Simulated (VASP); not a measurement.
**TiAl3: single point with PBEsol**

TiAl3:

```
Ti Al
1.0
     3.95567    0.00000    0.00000
     0.00000    3.95567    0.00000
     0.00000    0.00000    3.95567
Ti Al
1 3
Direct
  0.00000 0.00000 0.00000
  0.50000 0.50000 0.00000
  0.53792 0.00000 0.50000
  0.00000 0.50000 0.50000
```

This cell differs from its parent crystal: one atom moved.

```json
{"Program": "VASP 6.6.1", "Task": "single point", "Functional": "PBEsol", "Potentials or basis": "VASP PAW PBE potentials, release 64 (Ti_sv, Al)", "Cutoff": "520 eV", "k mesh": "10 × 10 × 10", "Occupations": "gaussian, width 0.1 eV", "Spin": "no spin polarisation"}
```

The pressure is -0.1 GPa and the largest force is 1.100 eV/Å.

Forces in eV/Å, atoms in the order of the input:
```
Ti   0.606  0.000  0.000
Al   0.053  0.000  0.000
Al  -1.100  0.000  0.000
Al   0.441  0.000  0.000
```

Stress tensor (GPa, compression positive):
```
-0.06  0.00  0.00
 0.00 -0.22  0.00
 0.00  0.00 -0.03
```

Levels at points of the mesh, in eV from the Fermi level:
```tsv
k point	band 8	band 9	band 10	band 11	band 12	band 13
(0.00, 0.00, 0.00)	-2.20	-2.19	-2.13	0.12	0.13	0.14
(0.50, 0.00, 0.00)	-2.29	-2.25	0.37	0.68	0.72	0.88
(0.00, 0.50, 0.00)	-2.29	-2.26	0.23	0.79	0.89	0.92
(0.00, 0.00, 0.50)	-2.27	-2.21	0.36	0.67	0.75	0.95
(0.50, 0.50, 0.00)	-5.05	-1.30	-1.29	0.61	0.84	1.10
(0.00, 0.50, 0.50)	-5.05	-1.29	-1.25	0.61	0.83	1.08
(0.50, 0.00, 0.50)	-5.07	-1.33	-1.28	0.60	0.82	1.11
(0.50, 0.50, 0.50)	-4.87	-3.53	-3.51	-3.50	0.14	1.17
```

Run time: 6.2 min on 1 thread of Intel Xeon 6975P-C (shared host), peak memory 0.34 GiB.

Caveat: the cell differs from its parent crystal (one atom moved); the PAW data sets were made with another functional, which shifts forces and pressure a little.
